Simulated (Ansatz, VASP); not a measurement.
Two plane-wave programs on MgS

The input INCAR:

```
ALGO     = Normal         # electronic algorithm
EDIFF    = 1E-6           # SCF threshold, eV
ENCUT    = 520            # plane-wave cutoff, eV
GGA      = PS             # functional
ISIF     = 2              # what is computed and relaxed
ISMEAR   = 0              # smearing method
LASPH    = T              # aspherical terms in the spheres
LCHARG   = F              # write CHGCAR
LREAL    = F              # projectors in reciprocal space
LWAVE    = F              # write WAVECAR
NBANDS   = 11             # bands
NELM     = 100            # most SCF steps
PREC     = Accurate       # precision mode
SIGMA    = 0.05           # smearing width, eV
```

File KPOINTS:

```
k-points
0
Gamma
  8 8 8
```

File POSCAR:

```
MgS
1.0
    0.0000000000      2.6016500000      2.6796995000
    2.6016500000      0.0000000000      2.6796995000
    2.6016500000      2.6016500000      0.0000000000
Mg S
1 1
Direct
    0.0000000000      0.0000000000      0.0000000000
    0.5000000000      0.5000000000      0.5000000000
```

Input for Ansatz:

```yaml
crystal:
  lattice:
    - [0.0, 2.60165, 2.6796995]
    - [2.60165, 0.0, 2.6796995]
    - [2.60165, 2.60165, 0.0]
  atoms:
    - { symbol: Mg, position: [0.0, 0.0, 0.0] }
    - { symbol: S, position: [0.5, 0.5, 0.5] }
basis:
  ecutwfc: 420
kpoints:
  mp_grid: { grid: [8, 8, 8] }
hamiltonian:
  xc: pbesol
scf:
  occupations: { method: gaussian, width: 0.05 }
output:
  forces: true
  stress: true
  eigenvalues: true
```

Change from the starting cell: strain +0.000 along x and y, +0.030 along z, atoms carried along.

Alike in both runs: task single point; functional PBEsol; k mesh 8 × 8 × 8; occupations gaussian, width 0.05 eV; no spin polarisation.

```csv
,VASP,Ansatz
version,VASP 6.6.1,Ansatz 0.2.0
potentials or method,"VASP PAW PBE potentials, release 64 (Mg, S), cutoff 520 eV","scalar-relativistic, plane waves, PAW"
valence electrons in the cell,8,16
```

```csv
,VASP,Ansatz,Ansatz less VASP
gap on the k mesh at the Fermi level (eV),2.52,2.52,0.000
least direct gap on the mesh (eV),3.29,3.29,+0.002
pressure (GPa),-3.1,-2.9,+0.22
"traceless stress, the component that is largest in VASP (GPa)",-1.65,-1.66,-0.011
```

VASP's potentials were made for PBE, not for PBEsol. VASP's potentials hold 8 valence electrons a cell and Ansatz's 16, so a difference there can come from the potentials and not from the codes.
